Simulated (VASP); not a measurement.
Runs of VASP 6.6.1 on MnH4. The structure is that of space group Pm-3m (No. 221), or close to it. The cells are those of the table. The cell was generated, and may not be a known phase.

| task | spin | cell | k mesh | cutoff (eV) | gap on the mesh (eV) | pressure (GPa) | moment (μB) |
| --- | --- | --- | --- | --- | --- | --- | --- |
| relaxation of cell and atoms | collinear, ferromagnetic start | relaxed from a = 3.547 Å, 5 atoms | 6 × 6 × 6 | 600 | none | 0.6 | 3.01 |
| single point | collinear, ferromagnetic start | a = 3.547 Å, 5 atoms | 6 × 6 × 6 | 520 | none | -5.5 | (a) |
| single point | collinear, ferromagnetic start | a = 3.411 Å, 5 atoms | 6 × 6 × 6 | 520 | none | 0.0 | (b) |
| single point | collinear | a = 3.403 Å, 5 atoms | 12 × 12 × 12 | 520 | none | -0.1 | 2.90 |
| relaxation of cell and atoms | collinear | relaxed from a = 3.411 Å, 5 atoms | 12 × 12 × 12 | 600 | none | -0.1 | 2.90 |

Alike in all rows: level PBE; potentials or basis VASP PAW PBE potentials, release 64 (Mn_pv, H); smearing gaussian 0.1 eV.

Fill in the values left out.

(a) 3.03; (b) 3.02.

Caveats: the cell stands under tension (at least some runs).

A gap of «none» marks levels without a gap at the run's occupations.
